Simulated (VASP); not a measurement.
# AgCl (Chlorargyrite): single point with PBEsol

The system is AgCl (Chlorargyrite).

```
Ag Cl
1.0
     2.75099    2.75099    0.00000
    -2.75099    2.75099    0.00000
     0.00000    2.75099    2.69195
Ag Cl
1 1
Direct
  0.00000 0.00000 0.00000
  0.50000 0.50000 0.00000
```

This cell differs from its parent crystal: in-plane strain +0.01, then relaxed in part.

```
Program                : VASP 6.6.1
Task                   : single point
Functional             : PBEsol
Potentials or basis    : VASP PAW PBE potentials, release 64 (Ag, Cl)
Cutoff                 : 500 eV
k mesh                 : 8 × 8 × 8
Occupations            : gaussian, width 0.01 eV
Spin                   : no spin polarisation
Dipole correction      : no
Further INCAR settings : ALGO = Normal; EDIFF = 1e-06; NBANDS = 16
```

- Pressure: -0.5 GPa
- Band gap on the k mesh: 0.66 eV, indirect (least direct gap 3.20 eV)

Stress tensor (GPa, compression positive):
```
-0.70  0.00  0.00
 0.00 -0.70  0.00
 0.00  0.00 -0.09
```

Levels at points of the mesh, in eV from the valence-band top:
```csv
k point,band 5,band 6,band 7,band 8,band 9,band 10,band 11,band 12,band 13,band 14
"(0.00, 0.00, 0.00)",-2.70,-2.70,-2.65,-2.57,-2.57,0.66,10.64,10.64,10.70,11.94
"(0.50, 0.00, 0.00)",-2.33,-2.32,-1.98,-0.14,0.00,3.83,6.63,7.26,7.49,13.42
"(0.50, 0.50, 0.00)",-3.14,-2.50,-2.19,-2.18,-2.07,2.10,7.77,8.47,11.39,11.75
"(0.00, 0.00, 0.50)",-3.11,-2.46,-2.19,-2.19,-2.07,2.07,7.63,8.68,11.41,11.41
```

Run time: 43 s on 1 thread of Intel Xeon 8259CL (shared host), peak memory 0.18 GiB.

Caveat: the cell differs from its parent crystal (in-plane strain +0.01, then relaxed in part); the PAW data sets were made with another functional, which shifts forces and pressure a little. A k mesh can miss the band edges.
